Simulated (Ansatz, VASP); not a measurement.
MgSe in VASP and in Ansatz

```
CELL_PARAMETERS angstrom
0.00000 2.75417 2.75417
2.75417 0.00000 2.75417
2.75417 2.75417 0.00000
ATOMIC_POSITIONS crystal
Mg 0.00000 0.00000 0.00000
Se 0.50000 0.50000 0.50000
```

Alike in both runs: functional PBE; k mesh 8 × 8 × 8; occupations gaussian, width 0.02 eV; no spin polarisation.

Ansatz relaxed the structure, and its values are those at the end. VASP's run is a single point on that final structure, the one shown.

|  | VASP | Ansatz |
| --- | --- | --- |
| version | VASP 6.6.1 | Ansatz 0.2.0 |
| potentials or method | VASP PAW PBE potentials, release 64 (Mg, Se), cutoff 600 eV | scalar-relativistic, plane waves, PAW |
| valence electrons in the cell | 8 | 26 |

|  | VASP | Ansatz | Ansatz less VASP |
| --- | --- | --- | --- |
| gap on the k mesh at the Fermi level (eV) | 1.75 | 1.77 | +0.023 |
| least direct gap on the mesh (eV) | 2.39 | 2.40 | +0.011 |
| pressure (GPa) | -0.1 | 0.0 | +0.13 |

VASP's potentials hold 8 valence electrons a cell and Ansatz's 26, so a difference there can come from the potentials and not from the codes.
